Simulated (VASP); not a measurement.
# Pd (Im-3m) in VASP: further runs, part 3 of 3

VASP 6.6.1. Earlier steps stand in the parts before.

**6. Single point, RPBE, collinear spin**

This run uses another cell than the first one, of 15.91 Å³/atom.

File INCAR:

```
SYSTEM = Pd
PREC = Accurate ; ENCUT = 520
EDIFF = 1E-6 ; ISMEAR = -1
SIGMA = 0.05 ; LREAL = .False.
LASPH = .True. ; NELM = 150
ALGO = Normal ; ISIF = 2
LWAVE = .False. ; LCHARG = .False.
ISPIN = 2 ; MAGMOM = 0.5
LORBIT = 11 ; LMAXMIX = 4
GGA = RP ; NBANDS = 15
```

File KPOINTS:

```
regular mesh
0
Gamma
  23 23 23
  0 0 0
```

File POSCAR:

```
Pd
1.0
   -1.5844953481      1.5844953481      1.5844953481
    1.5844953481     -1.5844953481      1.5844953481
    1.5844953481      1.5844953481     -1.5844953481
Pd
1
Direct
    0.0000000000      0.0000000000      0.0000000000
```

Potentials or basis: VASP PAW PBE potentials, release 64 (Pd).

Started as:

```bash
> cat potpaw_PBE.64/Pd/POTCAR > POTCAR
> mpirun -np 1 vasp_std > vasp.out
```

OUTCAR:

```text
SYSTEM = Pd
   PREC = Accurate
   ENCUT = 520
   EDIFF = 1E-6
   ISMEAR = -1
   LREAL = .False.
   LASPH = .True.
   NELM = 150
   ISIF = 2
   ISPIN = 2
   LORBIT = 11
   GGA = RP

 ion  position               nearest neighbor table
   1  0.000  0.000  0.000-

  LATTYP: Found a body centered cubic cell.
 ALAT       =     3.1689906962

  Lattice vectors:

 A1 = (  -1.5844953481,   1.5844953481,   1.5844953481)
 A2 = (   1.5844953481,  -1.5844953481,   1.5844953481)
 A3 = (   1.5844953481,   1.5844953481,  -1.5844953481)

Analysis of symmetry for initial positions (statically):
=====================================================================
 Subroutine PRICEL returns:
 Original cell was already a primitive cell.

 Routine SETGRP: Setting up the symmetry group for a
 body centered cubic supercell.

 Subroutine GETGRP returns: Found 48 space group operations
 (whereof 48 operations were pure point group operations)
 out of a pool of 48 trial point group operations.

The static configuration has the point symmetry O_h .

Analysis of symmetry for dynamics (positions and initial velocities):
=====================================================================
 Subroutine PRICEL returns:
 Original cell was already a primitive cell.

 Routine SETGRP: Setting up the symmetry group for a
 body centered cubic supercell.

 Subroutine GETGRP returns: Found 48 space group operations
 (whereof 48 operations were pure point group operations)
 out of a pool of 48 trial point group operations.

The dynamic configuration has the point symmetry O_h .

Analysis of structural, dynamic, and magnetic symmetry:
=====================================================================
 Subroutine PRICEL returns:
 Original cell was already a primitive cell.

 Routine SETGRP: Setting up the symmetry group for a
 body centered cubic supercell.

 Subroutine GETGRP returns: Found 48 space group operations
 (whereof 48 operations were pure point group operations)
 out of a pool of 48 trial point group operations.

The overall configuration has the point symmetry O_h .

 Subroutine INISYM returns: Found 48 space group operations
 (whereof 48 operations are pure point group operations),
 and found     1 'primitive' translations

----------------------------------------------------------------------------------------

                                     Primitive cell

  volume of cell :      15.9123

  direct lattice vectors                    reciprocal lattice vectors
    -1.584495348  1.584495348  1.584495348     0.000000000  0.315557884  0.315557884
     1.584495348 -1.584495348  1.584495348     0.315557884  0.000000000  0.315557884
     1.584495348  1.584495348 -1.584495348     0.315557884  0.315557884  0.000000000

  length of vectors
     2.744426447  2.744426447  2.744426447     0.446266240  0.446266240  0.446266240

  position of ions in fractional coordinates (direct lattice)
     0.000000000  0.000000000  0.000000000

  ion indices of the primitive-cell ions
   primitive index   ion index
                 1           1

----------------------------------------------------------------------------------------

 KPOINTS: regular mesh

Automatic generation of k-mesh.
 Grid dimensions read from file:
 generate k-points for:   23   23   23

 Generating k-lattice:

  Cartesian coordinates                     Fractional coordinates (reciprocal lattice)
     0.000000000  0.013719908  0.013719908     0.043478261  0.000000000  0.000000000
[... 73 lines left out ...]
   EFERMI =   0.00;   METHOD = LEGACY
   ISMEAR =    -1;   SIGMA  =   0.05  broadening in eV -4-tet -1-fermi 0-gaus
   EFERMI_NEDOS =   21; number of points for ismear=-14 and -15
   IALGO  =     38    algorithm
   IMIX   =      4    mixing-type and parameters
     AMIX     =   0.40;   BMIX     =  1.00
     AMIX_MAG =   1.60;   BMIX_MAG =  1.00
  volume/ion in A,a.u.               =      15.91       107.38
  Fermi-wavevector in a.u.,A,eV,Ry     =   1.402266  2.649899 26.753831  1.966351
  Thomas-Fermi vector in A             =   2.525045
   LORBIT       =     11    0 simple, 1 ext, 2 COOP (PROOUT), +10 PAW based schemes
   GGA     = RP    functional components
   LHFCALC =     F    Hartree Fock is set to
   AEXX    =    0.0000 exact exchange contribution
   IVDW    =     0    specifies the selected vdW correction
   LEPSILON=     F    determine dielectric tensor
   LRPA    =     F    only Hartree local field effects (RPA)
 spin polarized calculation
  energy-cutoff  :      520.00
  volume of cell :       15.91
 maximum number of plane-waves:       442
   NGX = 11   NGY = 11   NGZ = 11

 number of electron      10.0000000 magnetization      -0.0043192

 number of electron      10.0000000 magnetization       0.0003595

 Free energy of the ion-electron system (eV)
  ---------------------------------------------------
  ext. energy  EPLUGINS =         0.00000000
  ---------------------------------------------------
  free energy    TOTEN  =        -4.59346701 eV

  energy without entropy =       -4.58212859  energy(sigma->0) =       -4.58779780

 E-fermi :   8.6602     XC(G=0): -12.5976

 val. band max:        8.6583383568   @ k =  -0.2609   0.3478   0.0435
 cond. band min:       8.6603983878   @ k =  -0.4783   0.4783   0.4348
 fundamental gap:      0.0020600310
 Fermi energy:         8.6601834690

 spin component 1

 k-point     1 :       0.0000    0.0000    0.0000
  band No.  band energies     occupation
      1       2.1524      1.00000
      2       6.0455      1.00000
      3       6.0455      1.00000
      4       6.0455      1.00000
      5       7.8118      1.00000
      6       7.8118      1.00000
      7      27.8822      0.00000
      8      27.8822      0.00000
      9      27.8822      0.00000
     10      35.4701      0.00000
     11      35.6547      0.00000
     12      35.6547      0.00000
     13      36.7771      0.00000
     14      36.7771      0.00000
[... 403 lines left out ...]
      4       6.6298      1.00000
      5       7.5665      1.00000
      6       7.8558      1.00000
      7      26.8709      0.00000
      8      27.5306      0.00000
      9      28.5670      0.00000
     10      31.9562      0.00000
     11      32.8614      0.00000
     12      34.6619      0.00000
     13      35.5063      0.00000
     14      37.8422      0.00000
     15      39.6832      0.00000

 [... further k-points ...]

 spin component 2

 k-point     1 :       0.0000    0.0000    0.0000
  band No.  band energies     occupation
      1       2.1523      1.00000
      2       6.0459      1.00000
      3       6.0459      1.00000
      4       6.0459      1.00000
      5       7.8120      1.00000
      6       7.8120      1.00000
      7      27.8821      0.00000
      8      27.8821      0.00000
      9      27.8821      0.00000
     10      35.4706      0.00000
     11      35.6544      0.00000
     12      35.6544      0.00000
     13      36.7771      0.00000
     14      36.7771      0.00000
[... 403 lines left out ...]
      4       6.6302      1.00000
      5       7.5667      1.00000
      6       7.8560      1.00000
      7      26.8708      0.00000
      8      27.5305      0.00000
      9      28.5669      0.00000
     10      31.9562      0.00000
     11      32.8613      0.00000
     12      34.6619      0.00000
     13      35.5068      0.00000
     14      37.8421      0.00000
     15      39.6833      0.00000

 [... further k-points ...]

------------------------ aborting loop because EDIFF is reached ----------------------------------------

  FORCE on cell =-STRESS in cart. coord.  units (eV):
  Direction    XX          YY          ZZ          XY          YZ          ZX
  --------------------------------------------------------------------------------------
  -------------------------------------------------------------------------------------
  Total       -0.0396010     -0.0396010     -0.0396010     -0.0000000     -0.0000000      0.0000000
  in kB       -3.9873446     -3.9873446     -3.9873446     -0.0000000     -0.0000000      0.0000000
  external PRESSURE =      -3.9873446 kB  Pullay stress =       0.0000000 kB

 VOLUME and BASIS-vectors are now :
 -----------------------------------------------------------------------------
  energy-cutoff  :      520.00
  volume of cell :       15.91
      direct lattice vectors                 reciprocal lattice vectors
    -1.584495348  1.584495348  1.584495348     0.000000000  0.315557884  0.315557884
     1.584495348 -1.584495348  1.584495348     0.315557884  0.000000000  0.315557884
     1.584495348  1.584495348 -1.584495348     0.315557884  0.315557884  0.000000000

 POSITION                                       TOTAL-FORCE (eV/Angst)
 -----------------------------------------------------------------------------------
      0.00000      0.00000      0.00000         0.000000      0.000000      0.000000
 -----------------------------------------------------------------------------------
    total drift:                                0.000000     -0.000000      0.000000

  FREE ENERGIE OF THE ION-ELECTRON SYSTEM (eV)
  ---------------------------------------------------
  free  energy   TOTEN  =        -4.5934670075 eV

  energy  without entropy=       -4.5821285863  energy(sigma->0) =       -4.58779780

 total charge

# of ion       s       p       d       tot
------------------------------------------
    1        0.455   0.393   8.465   9.313

 magnetization (x)

# of ion       s       p       d       tot
------------------------------------------
    1       -0.000  -0.000   0.000   0.000
```

OSZICAR:

```text
N       E                     dE             d eps       ncg     rms          rms(c)
DAV:   1     0.472971079002E+02    0.47297E+02   -0.45126E+03 21935   0.585E+02
DAV:   2    -0.395036883783E+01   -0.51247E+02   -0.48939E+02 27713   0.158E+02
DAV:   3    -0.476322177795E+01   -0.81285E+00   -0.81077E+00 29323   0.198E+01
DAV:   4    -0.476581379727E+01   -0.25920E-02   -0.25919E-02 25789   0.118E+00
DAV:   5    -0.476583345724E+01   -0.19660E-04   -0.19661E-04 29303   0.926E-02    0.607E+00
DAV:   6    -0.460077028876E+01    0.16506E+00   -0.73101E-01 31717   0.529E+00    0.312E+00
DAV:   7    -0.459555259563E+01    0.52177E-02   -0.90307E-03 28154   0.565E-01    0.171E+00
DAV:   8    -0.459329087414E+01    0.22617E-02   -0.14287E-03 30436   0.215E-01    0.581E-01
DAV:   9    -0.459344627597E+01   -0.15540E-03   -0.21758E-04 27522   0.999E-02    0.414E-02
DAV:  10    -0.459346124207E+01   -0.14966E-04   -0.15703E-05 29469   0.245E-02    0.178E-02
DAV:  11    -0.459346655027E+01   -0.53082E-05   -0.11688E-05 29715   0.178E-02    0.654E-03
DAV:  12    -0.459346700747E+01   -0.45720E-06   -0.27944E-07 18592   0.425E-03
   1 F= -.45934670E+01 E0= -.45877978E+01  d E =-.113384E-01  mag=     0.0004
```

Wall time 5.2 min (1 thread of Intel Xeon 8259CL, shared host); peak memory 0.2 GiB.

Results:

| Quantity | Value |
| --- | --- |
| Free energy | -4.5935 eV |
| Pressure | -0.4 GPa |
| Band gap on the k mesh | zero (filled and empty bands overlap) |
| Net moment | 0.00 μB per cell |
| Valence electrons inside the program's atomic spheres | Pd 9.31 |

Levels at points of the mesh, in eV from the Fermi level:
Spin up:
| k point | band 1 | band 2 | band 3 | band 4 | band 5 | band 6 | band 7 | band 8 | band 9 | band 10 |
| --- | --- | --- | --- | --- | --- | --- | --- | --- | --- | --- |
| (0.00, 0.00, 0.00) | -6.51 | -2.61 | -2.61 | -2.61 | -0.85 | -0.85 | 19.22 | 19.22 | 19.22 | 26.81 |
Spin down:
```csv
k point,band 1,band 2,band 3,band 4,band 5,band 6,band 7,band 8,band 9,band 10
"(0.00, 0.00, 0.00)",-6.51,-2.61,-2.61,-2.61,-0.85,-0.85,19.22,19.22,19.22,26.81
```

Caveat: the PAW data sets were made with another functional, which shifts forces and pressure a little.

**7. Summary**

```tsv
task	cell	k mesh	cutoff (eV)	gap on the mesh (eV)	pressure (GPa)	moment (μB)
single point	a = 2.781 Å, angles 109.5°, 1 atom	16 × 16 × 16	520	none	-5.3	0.00
single point	a = 2.816 Å, angles 109.5°, 1 atom	16 × 16 × 16	520	none	-9.1	0.00
single point	a = 2.850 Å, angles 109.5°, 1 atom	16 × 16 × 16	520	none	-12.0	0.00
relaxation of cell and atoms	relaxed from a = 2.674 Å, angles 109.5°, 1 atom	14 × 14 × 14	600	none	0.0	0.00
single point	a = 2.744 Å, angles 109.5°, 1 atom	23 × 23 × 23	520	none	-0.4	0.00
```

Alike in all rows: level RPBE; potentials or basis VASP PAW PBE potentials, release 64 (Pd); spin collinear; smearing fermi-dirac 0.05 eV.

Caveats: the PAW data sets were made with another functional, which shifts forces and pressure a little; the cell stands under tension (at least some runs).

Total energies depend on the potentials used, so only differences within one code and one set of settings carry meaning.

The gap in the log of VASP goes by the Fermi energy; the results here count the filled bands.